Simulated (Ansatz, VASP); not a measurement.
Two plane-wave programs on W

```
W
1.0
    -1.72508    1.72508    1.66119
     1.72508   -1.72508    1.66119
     1.72508    1.72508   -1.66119
W
1
Direct
  0.00000 0.00000 0.00000
```

Change from the starting cell: strain +0.080 along x and y, +0.040 along z, atoms carried along.

Alike in both runs: task single point; functional r2SCAN; k mesh 14 × 14 × 14; occupations gaussian, width 0.15 eV; no spin polarisation.

|  | VASP | Ansatz |
| --- | --- | --- |
| version | VASP 6.6.1 | Ansatz 0.2.0 |
| potentials or method | VASP PAW PBE potentials, release 64 (W_sv), cutoff 520 eV | scalar-relativistic, plane waves, PAW |
| valence electrons in the cell | 14 | 14 |

```csv
,VASP,Ansatz,Ansatz less VASP
gap on the k mesh at the Fermi level (eV),none,none,-
pressure (GPa),-43.3,-43.7,-0.37
"traceless stress, the component that is largest in VASP (GPa)",5.10,5.12,+0.014
```

VASP's potentials were made for PBE, not for r2SCAN. A gap of «none» marks a metal or a gap that the smearing closes. Both programs put the cell under strong tension, so it lies far from rest at this level.

Spin-orbit coupling is off throughout. Noted on VASP's run: the cell as given lies far from equilibrium.
